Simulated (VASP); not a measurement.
Wanted: the native input for a VASP 6.6.1 run.

```
Task                   : single point
Functional             : PBEsol
Potentials or basis    : VASP PAW PBE potentials, release 64 (Te)
Cutoff                 : 520 eV
k mesh                 : 18 × 18 × 18
Occupations            : gaussian, width 0.15 eV
Spin                   : no spin polarisation
Dipole correction      : no
Further INCAR settings : ALGO = Normal; EDIFF = 1e-07; NBANDS = 13
```

The structure of Te lies in POSCAR:

```
Te
1.0
   -2.9577914636      3.8759656627      1.5351528885
    2.9577914636     -3.8759656627      1.5351528885
    2.9577914636      3.8759656627     -1.5351528885
Te
2
Direct
    0.9990709800      0.2490709800      0.7500000000
    0.0009290200      0.7509290200      0.2500000000
```

These files were run (other wordings do the same):

INCAR

```
SYSTEM = Te
ALGO = Normal ; EDIFF = 1E-7
ENCUT = 520 ; GGA = PS
ISIF = 2 ; ISMEAR = 0
LASPH = .TRUE. ; LCHARG = .FALSE.
LREAL = .FALSE. ; LWAVE = .FALSE.
NBANDS = 13 ; NELM = 100
PREC = Accurate ; SIGMA = 0.15
```

KPOINTS

```
k-points
0
G
  18 18 18
  0 0 0
```

Potentials or basis: VASP PAW PBE potentials, release 64 (Te).

Run with:

```sh
$ cat potpaw_PBE.64/Te/POTCAR > POTCAR
$ mpirun -np 1 vasp_std > vasp.out
```

Results of the run:

The pressure is -1.4 GPa and the band gap on the k mesh is zero (bands 6 and 7 overlap by 4.01 eV).

Caveat: the PAW data sets were made with another functional, which shifts forces and pressure a little; spin-orbit coupling is left out, which moves the levels of the heavy elements.

Wall time 13 min on 1 thread of Intel(R) Xeon(R) Platinum 8488C (Sapphire Rapids) (shared host), peak memory 0.75 GiB.
